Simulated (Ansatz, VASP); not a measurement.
## CuI in VASP and in Ansatz

```xyz
2
Lattice="0.0000 3.0120 3.0120 3.0120 0.0000 3.0120 3.0120 3.0120 0.0000" Properties=species:S:1:pos:R:3 pbc="T T T"
Cu    1.5060    1.5060    1.5060
I     0.0000    0.0000    0.0000
```

Alike in both runs: task single point; functional PBE; k mesh 8 × 8 × 8; occupations fermi-dirac, width 0.02 eV; no spin polarisation.

```csv
,VASP,Ansatz
version,VASP 6.6.1,Ansatz 0.2.0
potentials or method,"VASP PAW PBE potentials, release 64 (Cu, I)","plane waves, PAW"
plane-wave cutoff (eV),520,420
valence electrons in the cell,18,36
```

```csv
,VASP,Ansatz,Ansatz less VASP
gap on the k mesh at the Fermi level (eV),1.20,1.17,-0.023
pressure (GPa),1.2,1.1,-0.02
```

VASP's potentials hold 18 valence electrons a cell and Ansatz's 36, so a difference there can come from the potentials and not from the codes.

Neither program's run includes spin-orbit coupling.
